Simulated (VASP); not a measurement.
# Se (C2/m) in VASP: single point with PBE

Aim: the single point of Se with PBE.

All numbers are computed with VASP 6.6.1; they aren't measurements. Logs are shortened: lines on timing, memory, paths and dates and some standing lists are left out, and cuts for length are marked.

### Step 1. The cell of the first run

The structure is monoclinic, space group C2/m (No. 12). The conventional cell has a = 7.611 Å, b = 4.574 Å, c = 4.187 Å, α = 90.00°, β = 117.83°, γ = 90.00°. Within 3.1 Å of Se (site symmetry m) lie 3 Se at 2.34 to 2.77 Å.

### Step 2. Single point, PBE (strained and its atoms moved)

INCAR

```
ALGO = Normal ; EDIFF = 1E-6
ENCUT = 520 ; GGA = PE
ISIF = 2 ; ISMEAR = 0
LASPH = T ; LCHARG = T
LELF = T ; LREAL = F
LVHAR = T ; LWAVE = F
NBANDS = 13 ; NELM = 60
PREC = Accurate ; SIGMA = 0.1
```

KPOINTS

```
k-points
0
Gamma
  12 10 10
```

POSCAR

```
Se
1.0
    0.2094754715      2.9571297875      2.9571297875
    3.4819124146     -0.0340061643      3.2006114233
    3.4819124146      3.2006114233     -0.0340061643
Se
2
Direct
    0.4564793880      0.4891025128      0.4891025128
    0.7935206120      0.7608974872      0.7608974872
```

Potentials or basis: VASP PAW PBE potentials, release 64 (Se).

Started as:

```
$ cat potpaw_PBE.64/Se/POTCAR > POTCAR
$ mpirun -np 1 vasp_std > vasp.out
```

OUTCAR:

```text
EDIFF = 1E-6
   ENCUT = 520
   GGA = PE
   ISIF = 2
   ISMEAR = 0
   LASPH = T
   LREAL = F
   NELM = 60
   PREC = Accurate

 ion  position               nearest neighbor table
   1  0.456  0.489  0.489-   2 2.34   2 2.77   2 2.77
   2  0.794  0.761  0.761-   1 2.34   1 2.77   1 2.77

  LATTYP: Found a base centered monoclinic cell.
 ALAT       =     7.6114770358
 B/A-ratio  =     0.6009924276
 C/A-ratio  =     0.5501239797
 COS(beta)  =    -0.4668587571

  Lattice vectors:

 A1 = (   3.2724369431,  -2.9911359518,   0.2434816358)
 A2 = (   3.2724369431,   0.2434816358,  -2.9911359518)
 A3 = (   0.2094754715,   2.9571297875,   2.9571297875)

Analysis of symmetry for initial positions (statically):
=====================================================================
 Subroutine PRICEL returns:
 Original cell was already a primitive cell.

 Routine SETGRP: Setting up the symmetry group for a
 base centered monoclinic supercell.

 Subroutine GETGRP returns: Found  4 space group operations
 (whereof  2 operations were pure point group operations)
 out of a pool of  4 trial point group operations.

The static configuration has the point symmetry C_1h.
 The point group associated with its full space group is C_2h.

Analysis of symmetry for dynamics (positions and initial velocities):
=====================================================================
 Subroutine PRICEL returns:
 Original cell was already a primitive cell.

 Routine SETGRP: Setting up the symmetry group for a
 base centered monoclinic supercell.

 Subroutine GETGRP returns: Found  4 space group operations
 (whereof  2 operations were pure point group operations)
 out of a pool of  4 trial point group operations.

The dynamic configuration has the point symmetry C_1h.
 The point group associated with its full space group is C_2h.

 Subroutine INISYM returns: Found  4 space group operations
 (whereof  2 operations are pure point group operations),
 and found     1 'primitive' translations

----------------------------------------------------------------------------------------

                                     Primitive cell

  volume of cell :      64.4647

  direct lattice vectors                    reciprocal lattice vectors
     0.209475472  2.957129787  2.957129787    -0.158889493  0.174710534  0.174710534
     3.481912415 -0.034006164  3.200611423     0.148378725 -0.159833162  0.149322394
     3.481912415  3.200611423 -0.034006164     0.148378725  0.149322394 -0.159833162

  length of vectors
     4.187256039  4.729564881  4.729564881     0.293757404  0.264310543  0.264310543

  position of ions in fractional coordinates (direct lattice)
     0.456479388  0.489102513  0.489102513
     0.793520612  0.760897487  0.760897487

  ion indices of the primitive-cell ions
   primitive index   ion index
                 1           1
                 2           2

----------------------------------------------------------------------------------------

 KPOINTS: k-points

Automatic generation of k-mesh.
 Grid dimensions read from file:
 generate k-points for:   12   10   10

 Generating k-lattice:

  Cartesian coordinates                     Fractional coordinates (reciprocal lattice)
    -0.013240791  0.014559211  0.014559211     0.083333333  0.000000000  0.000000000
     0.014837873 -0.015983316  0.014932239     0.000000000  0.100000000 -0.000000000
     0.014837873  0.014932239 -0.015983316     0.000000000  0.000000000  0.100000000

  Length of vectors
     0.024479784  0.026431054  0.026431054

  Shift w.r.t. Gamma in fractional coordinates (k-lattice)
     0.000000000  0.000000000  0.000000000

 Subroutine IBZKPT returns following result:
 ===========================================

 Found    337 irreducible k-points:

 Following reciprocal coordinates:
            Coordinates               Weight
  0.000000  0.000000  0.000000      1.000000
  0.083333  0.000000  0.000000      2.000000
  0.166667  0.000000  0.000000      2.000000
  0.250000  0.000000 -0.000000      2.000000
  0.333333  0.000000  0.000000      2.000000
  0.416667 -0.000000 -0.000000      2.000000
[... 16 lines left out ...]
  0.250000  0.200000  0.000000      4.000000
  0.333333  0.200000  0.000000      4.000000
 [... further k-points ...]
   k-points           NKPTS =    337   k-points in BZ     NKDIM =    337   number of bands    NBANDS=     13
   number of dos      NEDOS =    301   number of ions     NIONS =      2
   total plane-waves  NPLWV =  41472
   dimension x,y,z NGX =    32 NGY =   36 NGZ =   36
   dimension x,y,z NGXF=    64 NGYF=   72 NGZF=   72
   ions per type =               2
   NGX,Y,Z   is equivalent  to a cutoff of  12.70, 12.65, 12.65 a.u.
   NGXF,Y,Z  is equivalent  to a cutoff of  25.41, 25.31, 25.31 a.u.
 SYSTEM =  unknown system
   PREC   = accura    normal or accurate (medium, high low for compatibility)
   ISTART =      0    job   : 0-new  1-cont  2-samecut
   ICHARG =      2    charge: 1-file 2-atom 10-const
   ISPIN  =      1    spin polarized calculation?
   LNONCOLLINEAR =      F non collinear calculations
   LSORBIT =      F    spin-orbit coupling
   LASPH  =      T    aspherical Exc in radial PAW
   ENCUT  =  520.0 eV  38.22 Ry    6.18 a.u.   7.79  8.79  8.79*2*pi/ulx,y,z
   NELM   =     60;   NELMIN=  2; NELMDL= -5     # of ELM steps
   EDIFF  = 0.1E-05   stopping-criterion for ELM
   LREAL  =      F    real-space projection
   EDIFFG = 0.1E-04   stopping-criterion for IOM
   NSW    =      0    number of steps for IOM
   IBRION =     -1    ionic relax: 0-MD 1-quasi-New 2-CG
   NFREE  =      0    steps in history (QN), initial steepest desc. (CG)
   ISIF   =      2    stress and relaxation
   ISYM   =      2    0-nonsym 1-usesym 2-fastsym
   POTIM  = 0.5000    time-step for ionic-motion
   TEBEG  =    0.0;   TEEND  =   0.0 temperature during run
   PSTRESS=    0.0 pullay stress
   NELECT =      12.0000    total number of electrons
   NUPDOWN=      -1.0000    fix difference up-down
   EMIN   =  10.00;   EMAX   =-10.00  energy-range for DOS
   EFERMI =   0.00;   METHOD = LEGACY
   ISMEAR =     0;   SIGMA  =   0.10  broadening in eV -4-tet -1-fermi 0-gaus
   EFERMI_NEDOS =   21; number of points for ismear=-14 and -15
   IALGO  =     38    algorithm
   IMIX   =      4    mixing-type and parameters
     AMIX     =   0.40;   BMIX     =  1.00
     AMIX_MAG =   1.60;   BMIX_MAG =  1.00
  volume/ion in A,a.u.               =      32.23       217.51
  Fermi-wavevector in a.u.,A,eV,Ry     =   0.934748  1.766418 11.888150  0.873754
  Thomas-Fermi vector in A             =   2.061585
   LORBIT       =      0    0 simple, 1 ext, 2 COOP (PROOUT), +10 PAW based schemes
   GGA     = PE    functional components
   LHFCALC =     F    Hartree Fock is set to
   AEXX    =    0.0000 exact exchange contribution
   IVDW    =     0    specifies the selected vdW correction
   LEPSILON=     F    determine dielectric tensor
   LRPA    =     F    only Hartree local field effects (RPA)
 non-spin polarized calculation
 Gauss-broadening in eV      SIGMA  =   0.10
  energy-cutoff  :      520.00
  volume of cell :       64.46
 maximum number of plane-waves:      1753
   NGX = 15   NGY = 17   NGZ = 17

 number of electron      12.0000000 magnetization

 Free energy of the ion-electron system (eV)
  ---------------------------------------------------
  ext. energy  EPLUGINS =         0.00000000
  ---------------------------------------------------
  free energy    TOTEN  =        -6.39116085 eV

  energy without entropy =       -6.38806770  energy(sigma->0) =       -6.38961427

 E-fermi :   1.5646     XC(G=0):  -8.0014

 val. band max:        1.5571851026   @ k =   0.0833   0.3000  -0.0000
 cond. band min:       1.5723617745   @ k =   0.2500  -0.4000   0.3000
 fundamental gap:      0.0151766718
 Fermi energy:         1.5645553033

 k-point     1 :       0.0000    0.0000    0.0000
  band No.  band energies     occupation
      1     -13.7110      2.00000
      2      -8.1874      2.00000
      3      -3.2527      2.00000
      4      -1.5238      2.00000
      5      -0.3741      2.00000
      6       0.5478      2.00000
      7       0.9168      2.00000
      8       3.1725      0.00000
      9       6.1272      0.00000
     10       9.1694      0.00000
     11       9.6356      0.00000
     12      10.7008      0.00000
     13      12.1157      0.00000

 k-point     2 :       0.0833    0.0000    0.0000
  band No.  band energies     occupation
      1     -13.6510      2.00000
      2      -8.3843      2.00000
      3      -3.0827      2.00000
      4      -1.6811      2.00000
      5      -0.4685      2.00000
      6       0.8019      2.00000
      7       0.9125      2.00000
      8       3.1127      0.00000
      9       6.3973      0.00000
     10       8.8515      0.00000
     11      10.0990      0.00000
     12      10.2839      0.00000
     13      12.4768      0.00000

 k-point     3 :       0.1667    0.0000    0.0000
  band No.  band energies     occupation
      1     -13.4725      2.00000
      2      -8.8895      2.00000
      3      -2.6900      2.00000
      4      -2.0028      2.00000
      5      -0.6804      2.00000
      6       0.8607      2.00000
      7       1.4024      1.97816
      8       3.0957      0.00000
      9       6.9713      0.00000
     10       8.7819      0.00000
     11       9.2895      0.00000
     12      11.0566      0.00000
     13      12.2487      0.00000
[... 305 lines left out ...]
 k-point    23 :       0.2500    0.2000    0.0000
  band No.  band energies     occupation
      1     -13.3074      2.00000
      2      -9.1557      2.00000
      3      -3.2047      2.00000
      4      -1.8685      2.00000
      5      -0.9888      2.00000
      6       0.7080      2.00000
      7       1.9152      0.00000
      8       3.7273      0.00000
      9       7.4230      0.00000
     10       8.8443      0.00000
     11       9.8186      0.00000
     12      11.4486      0.00000
     13      13.0471      0.00000

 k-point    24 :       0.3333    0.2000    0.0000
  band No.  band energies     occupation
      1     -13.0367      2.00000
      2      -9.7056      2.00000
      3      -3.1229      2.00000
      4      -2.0371      2.00000
      5      -1.0322      2.00000
      6       0.7317      2.00000
      7       2.3925      0.00000
      8       3.8909      0.00000
      9       7.4351      0.00000
     10       8.9524      0.00000
     11      10.1163      0.00000
     12      11.6748      0.00000
     13      12.3714      0.00000

 [... further k-points ...]

------------------------ aborting loop because EDIFF is reached ----------------------------------------

  FORCE on cell =-STRESS in cart. coord.  units (eV):
  Direction    XX          YY          ZZ          XY          YZ          ZX
  --------------------------------------------------------------------------------------
  -------------------------------------------------------------------------------------
  Total        0.0325148      0.4436120      0.4436120      0.5462995      0.0813645      0.5462989
  in kB        0.8081083     11.0253439     11.0253439     13.5774959      2.0221993     13.5774804
  external PRESSURE =       7.6195987 kB  Pullay stress =       0.0000000 kB

 VOLUME and BASIS-vectors are now :
 -----------------------------------------------------------------------------
  energy-cutoff  :      520.00
  volume of cell :       64.46
      direct lattice vectors                 reciprocal lattice vectors
     0.209475472  2.957129787  2.957129787    -0.158889493  0.174710534  0.174710534
     3.481912415 -0.034006164  3.200611423     0.148378725 -0.159833162  0.149322394
     3.481912415  3.200611423 -0.034006164     0.148378725  0.149322394 -0.159833162

 POSITION                                       TOTAL-FORCE (eV/Angst)
 -----------------------------------------------------------------------------------
      3.50165      2.89866      2.89866         0.613924     -0.006449     -0.006449
      5.46498      4.75601      4.75601        -0.613924      0.006449      0.006449
 -----------------------------------------------------------------------------------
    total drift:                               -0.000000     -0.000000     -0.000000

  FREE ENERGIE OF THE ION-ELECTRON SYSTEM (eV)
  ---------------------------------------------------
  free  energy   TOTEN  =        -6.3911608505 eV

  energy  without entropy=       -6.3880676981  energy(sigma->0) =       -6.38961427
```

Wall time 2.6 min (1 thread of Intel Xeon Platinum 8488C (Sapphire Rapids), shared host); peak memory 0.36 GiB.

Results:

- Free energy: -6.3912 eV
- Pressure: 0.8 GPa
- Largest force: 0.614 eV/Å
- Band gap on the k mesh: zero (bands 6 and 7 overlap by 1.24 eV)

Forces on the atoms (eV/Å):
```
Se   0.614 -0.006 -0.006
Se  -0.614  0.006  0.006
```

Stress tensor (GPa, compression positive):
```
0.08 1.36 1.36
1.36 1.10 0.20
1.36 0.20 1.10
```

Caveat: the cell differs from its parent crystal (strained and its atoms moved).
